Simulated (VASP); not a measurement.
# SiC (F-43m) in VASP: notebook

SiC is run at these levels: PBE+D3(BJ); tasks: single point, relaxation of cell and atoms.

Everything below comes from runs of VASP 6.6.1. Logs are shortened: lines on timing, memory, paths and dates and some standing lists are left out, and cuts for length are marked.

**1. The cell of the first run**

The structure is cubic, space group F-43m (No. 216). Conventional cell: a = 4.305 Å, b = 4.305 Å, c = 4.305 Å, α = 90.00°, β = 90.00°, γ = 90.00°. Within 2.5 Å of Si (site symmetry -43m) lie 4 C at 1.86 Å. C (site symmetry -43m) has 4 Si at 1.86 Å within 2.5 Å.

**2. Single point, PBE+D3(BJ) (9.97 Å³/atom)**

Input file INCAR:

```
PREC = Accurate
ENCUT = 600
EDIFF = 1E-6
ISMEAR = 0
SIGMA = 0.02
LREAL = False
LASPH = True
NELM = 120
ALGO = Normal
ISIF = 2
LWAVE = False
LCHARG = False
GGA = PE
IVDW = 12
NBANDS = 11
GGA_COMPAT = False
```

Input file KPOINTS:

```
regular mesh
0
Gamma
  10 10 10
```

Input file POSCAR:

```
SiC
1.0
    0.0000000000      2.1524420731      2.1524420731
    2.1524420731      0.0000000000      2.1524420731
    2.1524420731      2.1524420731      0.0000000000
Si C
1 1
Direct
    0.0000000000      0.0000000000      0.0000000000
    0.2500000000      0.2500000000      0.2500000000
```

Potentials or basis: VASP PAW PBE potentials, release 64 (Si, C).

Command:

```
> cat potpaw_PBE.64/Si/POTCAR potpaw_PBE.64/C/POTCAR > POTCAR
> mpirun -np 1 vasp_std > vasp.out
```

OUTCAR:

```text
PREC = Accurate
   ENCUT = 600
   EDIFF = 1E-6
   ISMEAR = 0
   LREAL = False
   LASPH = True
   NELM = 120
   ISIF = 2
   GGA = PE
   IVDW = 12
 IVDW          = 12

 ion  position               nearest neighbor table
   1  0.000  0.000  0.000-   2 1.86   2 1.86   2 1.86   2 1.86
   2  0.250  0.250  0.250-   1 1.86   1 1.86   1 1.86   1 1.86

  LATTYP: Found a face centered cubic cell.
 ALAT       =     4.3048841462

  Lattice vectors:

 A1 = (   0.0000000000,   2.1524420731,   2.1524420731)
 A2 = (   2.1524420731,   0.0000000000,   2.1524420731)
 A3 = (   2.1524420731,   2.1524420731,   0.0000000000)

Analysis of symmetry for initial positions (statically):
=====================================================================
 Subroutine PRICEL returns:
 Original cell was already a primitive cell.

 Routine SETGRP: Setting up the symmetry group for a
 face centered cubic supercell.

 Subroutine GETGRP returns: Found 24 space group operations
 (whereof 24 operations were pure point group operations)
 out of a pool of 48 trial point group operations.

The static configuration has the point symmetry T_d .

Analysis of symmetry for dynamics (positions and initial velocities):
=====================================================================
 Subroutine PRICEL returns:
 Original cell was already a primitive cell.

 Routine SETGRP: Setting up the symmetry group for a
 face centered cubic supercell.

 Subroutine GETGRP returns: Found 24 space group operations
 (whereof 24 operations were pure point group operations)
 out of a pool of 48 trial point group operations.

The dynamic configuration has the point symmetry T_d .

 Subroutine INISYM returns: Found 24 space group operations
 (whereof 24 operations are pure point group operations),
 and found     1 'primitive' translations

----------------------------------------------------------------------------------------

                                     Primitive cell

  volume of cell :      19.9446

  direct lattice vectors                    reciprocal lattice vectors
     0.000000000  2.152442073  2.152442073    -0.232294289  0.232294289  0.232294289
     2.152442073  0.000000000  2.152442073     0.232294289 -0.232294289  0.232294289
     2.152442073  2.152442073  0.000000000     0.232294289  0.232294289 -0.232294289

  length of vectors
     3.044012772  3.044012772  3.044012772     0.402345510  0.402345510  0.402345510

  position of ions in fractional coordinates (direct lattice)
     0.000000000  0.000000000  0.000000000
     0.250000000  0.250000000  0.250000000

  ion indices of the primitive-cell ions
   primitive index   ion index
                 1           1
                 2           2

----------------------------------------------------------------------------------------

 KPOINTS: regular mesh

Automatic generation of k-mesh.
 Grid dimensions read from file:
 generate k-points for:   10   10   10

 Generating k-lattice:

  Cartesian coordinates                     Fractional coordinates (reciprocal lattice)
    -0.023229429  0.023229429  0.023229429     0.100000000  0.000000000  0.000000000
     0.023229429 -0.023229429  0.023229429     0.000000000  0.100000000  0.000000000
     0.023229429  0.023229429 -0.023229429     0.000000000  0.000000000  0.100000000

  Length of vectors
     0.040234551  0.040234551  0.040234551

  Shift w.r.t. Gamma in fractional coordinates (k-lattice)
     0.000000000  0.000000000  0.000000000

 Subroutine IBZKPT returns following result:
 ===========================================

 Found     47 irreducible k-points:

 Following reciprocal coordinates:
            Coordinates               Weight
  0.000000  0.000000  0.000000      1.000000
  0.100000  0.000000  0.000000      8.000000
  0.200000  0.000000  0.000000      8.000000
  0.300000  0.000000  0.000000      8.000000
  0.400000  0.000000  0.000000      8.000000
  0.500000  0.000000  0.000000      4.000000
[... 16 lines left out ...]
  0.300000  0.300000  0.000000      6.000000
  0.400000  0.300000  0.000000     24.000000
 [... further k-points ...]
   k-points           NKPTS =     47   k-points in BZ     NKDIM =     47   number of bands    NBANDS=     11
   number of dos      NEDOS =    301   number of ions     NIONS =      2
   total plane-waves  NPLWV =  13824
   dimension x,y,z NGX =    24 NGY =   24 NGZ =   24
   dimension x,y,z NGXF=    48 NGYF=   48 NGZF=   48
   ions per type =               1   1
   NGX,Y,Z   is equivalent  to a cutoff of  13.11, 13.11, 13.11 a.u.
   NGXF,Y,Z  is equivalent  to a cutoff of  26.21, 26.21, 26.21 a.u.
 SYSTEM =  unknown system
   PREC   = accura    normal or accurate (medium, high low for compatibility)
   ISTART =      0    job   : 0-new  1-cont  2-samecut
   ICHARG =      2    charge: 1-file 2-atom 10-const
   ISPIN  =      1    spin polarized calculation?
   LNONCOLLINEAR =      F non collinear calculations
   LSORBIT =      F    spin-orbit coupling
   LASPH  =      T    aspherical Exc in radial PAW
   ENCUT  =  600.0 eV  44.10 Ry    6.64 a.u.   6.08  6.08  6.08*2*pi/ulx,y,z
   NELM   =    120;   NELMIN=  2; NELMDL= -5     # of ELM steps
   EDIFF  = 0.1E-05   stopping-criterion for ELM
   LREAL  =      F    real-space projection
[... 7 lines left out ...]
   TEBEG  =    0.0;   TEEND  =   0.0 temperature during run
   PSTRESS=    0.0 pullay stress
   NELECT =       8.0000    total number of electrons
   NUPDOWN=      -1.0000    fix difference up-down
   EMIN   =  10.00;   EMAX   =-10.00  energy-range for DOS
   EFERMI =   0.00;   METHOD = LEGACY
   ISMEAR =     0;   SIGMA  =   0.02  broadening in eV -4-tet -1-fermi 0-gaus
   EFERMI_NEDOS =   21; number of points for ismear=-14 and -15
   IALGO  =     38    algorithm
   IMIX   =      4    mixing-type and parameters
     AMIX     =   0.40;   BMIX     =  1.00
     AMIX_MAG =   1.60;   BMIX_MAG =  1.00
  volume/ion in A,a.u.               =       9.97        67.30
  Fermi-wavevector in a.u.,A,eV,Ry     =   1.207341  2.281544 19.832842  1.457673
  Thomas-Fermi vector in A             =   2.342982
   LORBIT       =      0    0 simple, 1 ext, 2 COOP (PROOUT), +10 PAW based schemes
   GGA     = PE    functional components
   LHFCALC =     F    Hartree Fock is set to
   AEXX    =    0.0000 exact exchange contribution
   IVDW    =    12    specifies the selected vdW correction
   LEPSILON=     F    determine dielectric tensor
   LRPA    =     F    only Hartree local field effects (RPA)
 non-spin polarized calculation
 Gauss-broadening in eV      SIGMA  =   0.02
  energy-cutoff  :      600.00
  volume of cell :       19.94
 maximum number of plane-waves:       678
   NGX = 13   NGY = 13   NGZ = 13

 number of electron       8.0000000 magnetization

 Free energy of the ion-electron system (eV)
  ---------------------------------------------------
  ext. energy  EPLUGINS =         0.00000000
  ---------------------------------------------------
  free energy    TOTEN  =       -15.02392472 eV

  energy without entropy =      -15.02392472  energy(sigma->0) =      -15.02392472

 E-fermi :   8.6411     XC(G=0): -11.5176

 val. band max:        8.5243916664   @ k =   0.0000   0.0000   0.0000
 cond. band min:       9.8464938549   @ k =   0.5000   0.5000   0.0000
 fundamental gap:      1.3221021885
 Fermi energy:         8.6411158128

 k-point     1 :       0.0000    0.0000    0.0000
  band No.  band energies     occupation
      1      -7.1704      2.00000
      2       8.5244      2.00000
      3       8.5244      2.00000
      4       8.5244      2.00000
      5      15.1909      0.00000
      6      16.0931      0.00000
      7      16.0931      0.00000
      8      16.0931      0.00000
      9      23.2497      0.00000
     10      23.2497      0.00000
     11      25.5840      0.00000

 k-point     2 :       0.1000    0.0000    0.0000
  band No.  band energies     occupation
      1      -6.9693      2.00000
      2       7.5108      2.00000
      3       8.3899      2.00000
      4       8.3899      2.00000
      5      15.3922      0.00000
      6      16.3416      0.00000
      7      16.3416      0.00000
      8      16.4231      0.00000
      9      22.2719      0.00000
     10      22.2719      0.00000
     11      25.1294      0.00000

 k-point     3 :       0.2000    0.0000    0.0000
  band No.  band energies     occupation
      1      -6.3744      2.00000
      2       5.3571      2.00000
      3       8.0810      2.00000
      4       8.0810      2.00000
      5      15.0590      0.00000
      6      16.6919      0.00000
      7      16.6919      0.00000
      8      17.6565      0.00000
      9      21.6000      0.00000
     10      21.6000      0.00000
     11      24.2255      0.00000

 k-point     4 :       0.3000    0.0000    0.0000
  band No.  band energies     occupation
      1      -5.4208      2.00000
      2       2.9908      2.00000
      3       7.7627      2.00000
      4       7.7627      2.00000
      5      14.6500      0.00000
      6      16.5028      0.00000
      7      16.5028      0.00000
      8      18.5762      0.00000
      9      22.4846      0.00000
     10      22.4846      0.00000
     11      24.0233      0.00000

 k-point     5 :       0.4000    0.0000    0.0000
  band No.  band energies     occupation
      1      -4.2339      2.00000
      2       0.8746      2.00000
      3       7.5423      2.00000
      4       7.5423      2.00000
      5      14.3842      0.00000
      6      16.0841      0.00000
      7      16.0841      0.00000
      8      18.7998      0.00000
      9      24.4953      0.00000
     10      24.4953      0.00000
     11      24.6846      0.00000
[... 211 lines left out ...]
 k-point    21 :      -0.3000    0.2000    0.0000
  band No.  band energies     occupation
      1      -4.0039      2.00000
      2       2.0037      2.00000
      3       4.6412      2.00000
      4       7.3423      2.00000
      5      14.2458      0.00000
      6      17.0813      0.00000
      7      17.4978      0.00000
      8      19.1762      0.00000
      9      21.4822      0.00000
     10      24.3804      0.00000
     11      28.0260      0.00000

 k-point    22 :      -0.2000    0.2000    0.0000
  band No.  band energies     occupation
      1      -5.1015      2.00000
      2       3.6663      2.00000
      3       5.2382      2.00000
      4       7.8780      2.00000
      5      15.2714      0.00000
      6      16.8462      0.00000
      7      17.1467      0.00000
      8      18.0045      0.00000
      9      20.2080      0.00000
     10      24.3278      0.00000
     11      28.0950      0.00000

 k-point    23 :       0.3000    0.3000    0.0000
  band No.  band energies     occupation
      1      -4.8290      2.00000
      2       4.1559      2.00000
      3       6.1106      2.00000
      4       6.1106      2.00000
      5      11.7519      0.00000
      6      14.2803      0.00000
      7      20.4255      0.00000
      8      20.4255      0.00000
      9      21.3793      0.00000
     10      25.9050      0.00000
     11      30.6415      0.00000

 k-point    24 :       0.4000    0.3000    0.0000
  band No.  band energies     occupation
      1      -3.9311      2.00000
      2       2.9023      2.00000
      3       5.3002      2.00000
      4       5.8427      2.00000
      5      11.4216      0.00000
      6      14.3040      0.00000
      7      20.5486      0.00000
      8      20.8098      0.00000
      9      22.7334      0.00000
     10      26.9470      0.00000
     11      30.3523      0.00000

 [... further k-points ...]

------------------------ aborting loop because EDIFF is reached ----------------------------------------

 Edisp (eV)   -0.62482

 E8    (eV) :    -0.2347

  FORCE on cell =-STRESS in cart. coord.  units (eV):
  Direction    XX          YY          ZZ          XY          YZ          ZX
  --------------------------------------------------------------------------------------
  -------------------------------------------------------------------------------------
  Total       0.86128     0.86128     0.86128     0.00000     0.00000    -0.00000
  in kB      69.18779    69.18779    69.18779     0.00000     0.00000    -0.00000
  external pressure =       69.19 kB  Pullay stress =        0.00 kB

 VOLUME and BASIS-vectors are now :
 -----------------------------------------------------------------------------
  energy-cutoff  :      600.00
  volume of cell :       19.94
      direct lattice vectors                 reciprocal lattice vectors
     0.000000000  2.152442073  2.152442073    -0.232294289  0.232294289  0.232294289
     2.152442073  0.000000000  2.152442073     0.232294289 -0.232294289  0.232294289
     2.152442073  2.152442073  0.000000000     0.232294289  0.232294289 -0.232294289

 POSITION                                       TOTAL-FORCE (eV/Angst)
 -----------------------------------------------------------------------------------
      0.00000      0.00000      0.00000         0.000000      0.000000     -0.000000
      1.07622      1.07622      1.07622        -0.000000     -0.000000      0.000000
 -----------------------------------------------------------------------------------
    total drift:                                0.000000      0.000000      0.000000

  FREE ENERGIE OF THE ION-ELECTRON SYSTEM (eV)
  ---------------------------------------------------
  free  energy   TOTEN  =       -15.6487471920 eV

  energy  without entropy=      -15.6487471920  energy(sigma->0) =      -15.64874719
```

Run time: 6.2 s. Hardware: 1 thread of Intel Xeon Platinum 8259CL at 2.50GHz (Skylake/Cascade Lake), shared host; peak memory 0.15 GiB.

Results:

```
Free energy                : -15.6487 eV
Pressure                   : 6.9 GPa
Band gap on the k mesh     : 1.32 eV (least direct gap 4.58 eV)
Dispersion energy per atom : -0.312 eV
```

Caveat: the cell stands under pressure. Expect the measured gap to be larger: semilocal functionals such as PBE lack the derivative discontinuity.

[end of part 1 of 3]
